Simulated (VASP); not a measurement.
Wanted: the native input for a VASP 6.6.1 run.

```
Task                   : single point
Functional             : PBE
Potentials or basis    : VASP PAW PBE potentials, release 64 (Mg, B, Pt)
Cutoff                 : 520 eV
k mesh                 : 12 × 12 × 12
Occupations            : gaussian, width 0.1 eV
Spin                   : no spin polarisation
Dipole correction      : no
Further INCAR settings : ALGO = Normal; EDIFF = 1e-06; NBANDS = 26
```

The structure of Mg2B6Pt lies in POSCAR:

```
Mg2B6Pt
1.0
    2.8781733200      1.6617141411      4.2909465904
   -2.8781733200      1.6617141411      4.2909465904
    0.0000000000     -3.3234282822      4.2909465903
Mg B Pt
2 6 1
Direct
    0.2899459831      0.2899459831      0.2899459831
    0.7100540169      0.7100540169      0.7100540169
    0.1370057468      0.8629942532      0.5000000000
    0.5000000000      0.1370057468      0.8629942532
    0.8629942532      0.5000000000      0.1370057468
    0.8629942532      0.1370057468      0.5000000000
    0.5000000000      0.8629942532      0.1370057468
    0.1370057468      0.5000000000      0.8629942532
    0.5000000000      0.5000000000      0.5000000000
```

The cell was built from a structure type or drawn by symmetry, and may not be a known phase.

One way to write it, as run:

INCAR

```
SYSTEM = Mg2B6Pt
PREC     = Accurate       ! precision mode
ENCUT    = 520            ! plane-wave cutoff, eV
EDIFF    = 1E-6           ! SCF threshold, eV
ISMEAR   = 0              ! smearing method
SIGMA    = 0.1            ! smearing width, eV
LREAL    = .False.        ! projectors in reciprocal space
LASPH    = .True.         ! aspherical terms in the spheres
NELM     = 80             ! most SCF steps
ALGO     = Normal         ! electronic algorithm
ISIF     = 2              ! what is computed and relaxed
LWAVE    = .False.        ! write WAVECAR
LCHARG   = .False.        ! write CHGCAR
GGA      = PE             ! functional
NBANDS   = 26             ! bands
```

KPOINTS

```
Automatic mesh
0
Gamma
  12 12 12
  0 0 0
```

Potentials or basis: VASP PAW PBE potentials, release 64 (Mg, B, Pt).

Command:

```sh
$ cat potpaw_PBE.64/Mg/POTCAR potpaw_PBE.64/B/POTCAR potpaw_PBE.64/Pt/POTCAR > POTCAR
$ mpirun -np 1 vasp_std > vasp.out
```

Results of the run:

```yaml
Pressure: -0.1 GPa
Largest_force: 0.010 eV/Å
Band_gap_on_the_k_mesh: zero (bands 16 and 17 overlap by 3.35 eV)
```

Caveat: spin-orbit coupling is left out, which moves the levels of the heavy elements.

It took 4.4 min on 1 thread of AMD EPYC 9R45 96-Core Processor (Zen 5), on a shared host, peak memory 0.64 GiB.
